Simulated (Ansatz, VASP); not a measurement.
# CaB6 in VASP and in Ansatz

File INCAR:

```
SYSTEM = CaB6
PREC = Accurate ; ENCUT = 600
EDIFF = 1E-6 ; ISMEAR = 0
SIGMA = 0.1 ; LREAL = .FALSE.
LASPH = .TRUE. ; NELM = 60
ALGO = Normal ; ISIF = 3
LWAVE = .FALSE. ; LCHARG = .FALSE.
GGA = PE ; IBRION = 2
NSW = 90 ; EDIFFG = -0.04
```

The input KPOINTS:

```
Automatic mesh
0
G
  6 6 4
  0 0 0
```

Contents of POSCAR:

```
CaB6
1.0
    2.7476134106     -2.6132908391      0.0000000000
    2.7476134106      2.6132908391      0.0000000000
   -2.0568623428      0.0000000000      5.4314748879
Ca B
1 6
Direct
    0.3874393051      0.6125606949      0.0000000000
    0.2597678614      0.9716920286      0.3333333333
    0.0283079714      0.7402321386      0.6666666667
    0.1593437556      0.1593437556      0.0345921973
    0.8406562444      0.8406562444      0.9654078027
    0.9201395176      0.3599534941      0.0000000000
    0.6400465059      0.0798604824      0.0000000000
```

Input for Ansatz:

```yaml
crystal:
  lattice:
    - [2.7476134106, -2.6132908391, 0.0]
    - [2.7476134106, 2.6132908391, 0.0]
    - [-2.0568623428, 0.0, 5.4314748879]
  atoms:
    - { symbol: Ca, position: [0.3874393051, 0.6125606949, 0.0] }
    - { symbol: B, position: [0.2597678614, 0.9716920286, 0.3333333333] }
    - { symbol: B, position: [0.0283079714, 0.7402321386, 0.6666666667] }
    - { symbol: B, position: [0.1593437556, 0.1593437556, 0.0345921973] }
    - { symbol: B, position: [0.8406562444, 0.8406562444, 0.9654078027] }
    - { symbol: B, position: [0.9201395176, 0.3599534941, 0.0] }
    - { symbol: B, position: [0.6400465059, 0.0798604824, 0.0] }
basis:
  ecutwfc: 420
kpoints:
  mp_grid: { grid: [6, 6, 4] }
hamiltonian:
  xc: pbe
scf:
  occupations: { method: gaussian, width: 0.1 }
  lower_state_search: "off"
output:
  forces: true
  stress: true
  eigenvalues: true
relax:
  adjacent_minimum: "off"
  f_tol: 0.04
  max_steps: 70
  cell: { stress_tol: 0.4 }
```

Alike in both runs: task relaxation of cell and atoms; functional PBE; k mesh 6 × 6 × 4; occupations gaussian, width 0.1 eV; no spin polarisation.

|  | VASP | Ansatz |
| --- | --- | --- |
| version | VASP 6.6.1 | Ansatz 0.2.0 |
| potentials or method | VASP PAW PBE potentials, release 64 (Ca_sv, B), cutoff 600 eV | scalar-relativistic, plane waves, PAW |
| valence electrons in the cell | 28 | 28 |

Ansatz gave:

| Item | Value |
| --- | --- |
| relaxed volume (Å³/atom) | 12.05 |
| relaxed cell length with the largest relative difference (Å) | 4.445 |

Problem. What did VASP give for the same quantities?

Solution. Relaxed volume (Å³/atom): 13.93; relaxed cell length with the largest relative difference (Å): 5.294.

Noted on VASP's run: the volume moved by over 15 % at a fixed basis, so the end points are rough.
